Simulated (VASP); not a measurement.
Set up this calculation in VASP 6.6.1, as the native input.

- Task: relaxation of cell and atoms
- Functional: PBEsol
- Dispersion: D3(BJ)
- Potentials or basis: VASP PAW PBE potentials, release 64 (Cu, I)
- Cutoff: 600 eV
- k mesh: 6 × 6 × 4
- Occupations: gaussian, width 0.01 eV
- Spin: no spin polarisation
- Dipole correction: no
- Further INCAR settings: ALGO = Normal; EDIFF = 1e-06; IBRION = 2; EDIFFG = -0.01; NSW = 80; ISIF = 3

The structure of CuI (Marshite) lies in POSCAR:

```
CuI
1.0
    4.0229000000      0.0000000000      0.0000000000
    0.0000000000      4.0229000000      0.0000000000
    0.0000000000      0.0000000000      5.6506000000
Cu I
2 2
Direct
    0.0000000000      0.0000000000      0.0000000000
    0.5000000000      0.5000000000      0.0000000000
    0.0000000000      0.5000000000      0.2913000000
    0.5000000000      0.0000000000      0.7087000000
```

The input as run:

INCAR

```
  ALGO = Normal
  EDIFF = 1E-6
  EDIFFG = -0.01
  ENCUT = 600
  GGA = PS
  IBRION = 2
  ISIF = 3
  ISMEAR = 0
  IVDW = 12
  LASPH = True
  LCHARG = False
  LREAL = False
  LWAVE = False
  NELM = 60
  NSW = 80
  PREC = Accurate
  SIGMA = 0.01
```

KPOINTS

```
k-points
0
Gamma
  6 6 4
```

Potentials or basis: VASP PAW PBE potentials, release 64 (Cu, I).

Command:

```console
$ cat potpaw_PBE.64/Cu/POTCAR potpaw_PBE.64/I/POTCAR > POTCAR
$ mpirun -np 1 vasp_std > vasp.out
```

It gave:

| Property | Result |
| --- | --- |
| Relaxed volume | 23.21 Å³/atom |
| Relaxed cell | a = 3.941 Å, b = 3.941 Å, c = 5.977 Å, α = 90.00°, β = 90.00°, γ = 90.00° |
| Space group after relaxing (to 0.05 Å) | P4/nmm (No. 129) |
| Energy gained by relaxing | 5.8 meV/atom |
| Ionic steps | 10 |
| Pressure after relaxing | 0.0 GPa |
| Largest force after relaxing | 0.006 eV/Å |
| Band gap on the k mesh | 1.48 eV, direct |
| Dispersion energy per atom | -0.379 eV |

Caveat: the PAW data sets were made with another functional, which shifts forces and pressure a little; spin-orbit coupling is left out, which moves the levels of the heavy elements.

It took 4 min on 1 thread of AMD EPYC 9R45 96-Core Processor (Zen 5), on a shared host, peak memory 0.24 GiB.
